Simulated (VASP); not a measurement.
A run of VASP 6.6.1:

File INCAR:

```
SYSTEM = KTaO3
PREC = Accurate
ENCUT = 520
EDIFF = 1E-6
ISMEAR = 0
SIGMA = 0.02
LREAL = .False.
LASPH = .True.
NELM = 60
ALGO = Normal
ISIF = 2
LWAVE = .False.
LCHARG = .False.
GGA = PE
IVDW = 12
NBANDS = 27
```

The input KPOINTS:

```
regular mesh
0
Gamma
  8 8 8
  0 0 0
```

POSCAR

```
KTaO3
1.0
    4.0037947285      0.0000000000      0.0000000000
    0.0000000000      4.0037947285      0.0000000000
    0.0000000000      0.0000000000      4.0037947285
K Ta O
1 1 3
Direct
    0.5000000000      0.5000000000      0.5000000000
    0.0000000000      0.0000000000      0.0000000000
    0.5000000000      0.0000000000      0.0000000000
    0.0000000000      0.5000000000      0.0000000000
    0.0000000000      0.0000000000      0.5000000000
```

Potentials or basis: VASP PAW PBE potentials, release 64 (K_sv, Ta_pv, O).

Command:

```console
$ cat potpaw_PBE.64/K_sv/POTCAR potpaw_PBE.64/Ta_pv/POTCAR potpaw_PBE.64/O/POTCAR > POTCAR
$ mpirun -np 1 vasp_std > vasp.out
```

Hardware: 1 thread of Intel(R) Xeon(R) Platinum 8559C (Emerald Rapids), with other jobs on the host.

How long does it take, and how much memory?

Run time: 26 s on 1 thread of Intel(R) Xeon(R) Platinum 8559C (Emerald Rapids), with other jobs on the host, peak memory 0.21 GiB. Counts: scf iterations 14, k points 35.
